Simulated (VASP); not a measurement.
Write the native input for VASP 6.6.1 that does the following.

```
Task                   : single point
Functional             : PBEsol
Potentials or basis    : VASP PAW PBE potentials, release 64 (Si, Cu)
Cutoff                 : 520 eV
k mesh                 : 2 × 2 × 2
Occupations            : gaussian, width 0.05 eV
Spin                   : collinear spin
Starting moments       : [0.0, 0.0, 0.0, 0.0, 0.0, 0.0, 0.0, 0.0, 0.0, 0.0, 0.0, 0.0, 0.0, 0.0, 0.0, 0.0, 1.0] μB
Dipole correction      : no
Further INCAR settings : LREAL = Auto; ALGO = Normal; EDIFF = 1e-06; NBANDS = 56
```

The structure of CuSi16 (a cell with a defect) lies in POSCAR:

```
CuSi16
1.0
    0.0000000000      5.4300000000      5.4300000000
    5.4300000000      0.0000000000      5.4300000000
    5.4300000000      5.4300000000      0.0000000000
Si Cu
16 1
Direct
    0.0003545353     -0.0001931653     -0.0004293363
    0.1248858959      0.1246089982      0.1244719808
    0.0005339632      0.0009032065      0.4990591545
    0.1249795186      0.1246596186      0.6254283364
    0.0003961381      0.4991949215      0.0009258822
    0.1249557136      0.6256315119      0.1245016815
    0.0008162582      0.4992329142      0.4990767326
    0.1292018661      0.6235739387      0.6235011379
    0.4994609295      0.0004850666      0.0006449043
    0.6261090780      0.1245977776      0.1244629790
    0.4995493930      0.0008545168      0.4990528829
    0.6231777088      0.1307122355      0.6229577450
    0.4995260413      0.4991860291      0.0008798010
    0.6229182673      0.6227711863      0.1314161803
    0.4992770182      0.5003814749      0.5008979398
    0.6236634848      0.6234889712      0.6234176076
    0.7475008903      0.7513225978      0.7530980905
```

One way to write it, as run:

INCAR

```
PREC     = Accurate       # precision mode
ENCUT    = 520            # plane-wave cutoff, eV
EDIFF    = 1E-6           # SCF threshold, eV
ISMEAR   = 0              # smearing method
SIGMA    = 0.05           # smearing width, eV
LREAL    = Auto         
LASPH    = T              # aspherical terms in the spheres
NELM     = 150            # most SCF steps
ALGO     = Normal         # electronic algorithm
ISIF     = 2              # what is computed and relaxed
LWAVE    = F              # write WAVECAR
LCHARG   = T              # write CHGCAR
ISPIN    = 2              # spin polarisation
MAGMOM   = 0 0 0 0 0 0 0 0 0 0 0 0 0 0 0 0 1 # initial moments
LORBIT   = 11             # projections on sites
LMAXMIX  = 4              # l up to which the mixer works
GGA      = PS             # functional
LELF     = T              # ELF
LVHAR    = T            
NBANDS   = 56             # bands
```

KPOINTS

```
Automatic mesh
0
Gamma
  2 2 2
```

Potentials or basis: VASP PAW PBE potentials, release 64 (Si, Cu).

The run is started by

```console
$ cat potpaw_PBE.64/Si/POTCAR potpaw_PBE.64/Cu/POTCAR > POTCAR
$ mpirun -np 1 vasp_std > vasp.out
```

It gave:

```
Pressure                                              : 2.4 GPa
Largest force                                         : 0.039 eV/Å
Net moment                                            : 0.04 μB per cell
Valence electrons inside the program's atomic spheres : Si 1.70, 1.69, 1.68, 1.72 (each value once); Cu 10.12
```

Caveat: the k points lie up to 0.50 Å⁻¹ apart; the PAW data sets were made with another functional, which shifts forces and pressure a little.

It took 14 min on 1 thread of Intel(R) Xeon(R) Platinum 8259CL CPU @ 2.50GHz (Skylake/Cascade Lake), with other jobs on the host, peak memory 0.73 GiB.
